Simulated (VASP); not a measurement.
A run of VASP 6.6.1:

Contents of INCAR:

```
ALGO = Normal
EDIFF = 1E-6
EDIFFG = -0.01
ENCUT = 520
GGA = PS
IBRION = 2
ISIF = 2
ISMEAR = -1
ISPIN = 2
LASPH = T
LCHARG = F
LMAXMIX = 4
LORBIT = 11
LREAL = F
LUSENCCL = F
LWAVE = F
MAGMOM = 4 0 0
NELM = 150
NSW = 60
PREC = Accurate
SIGMA = 0.05
```

Contents of KPOINTS:

```
k-points
0
Gamma
  9 9 5
```

File POSCAR:

```
MnO2
1.0
    2.8565781804      0.0000000000      0.0000000000
   -1.4282890902      2.4738692722      0.0000000000
    0.0000000000      0.0000000000      4.4173190965
Mn O
1 2
Direct
    0.0000000000      0.0000000000      0.5000000000
    0.3333333333      0.6666666667      0.7062925700
    0.6666666667      0.3333333333      0.2937074300
```

Potentials or basis: VASP PAW PBE potentials, release 64 (Mn_pv, O).

Launch:

```sh
$ cat potpaw_PBE.64/Mn_pv/POTCAR potpaw_PBE.64/O/POTCAR > POTCAR
$ mpirun -np 1 vasp_std > vasp.out
```

Hardware: 1 × NVIDIA H100 80GB with 1 thread of AMD EPYC 7R13 Processor (Zen 3), with other jobs on the host.

Task: How long does it take, and how much memory?

Result: It took 6.7 min on 1 × NVIDIA H100 80GB with 1 thread of AMD EPYC 7R13 Processor (Zen 3) (shared host), peak memory 1.2 GiB. Counts: scf iterations 28, k points 50, ion steps 3.
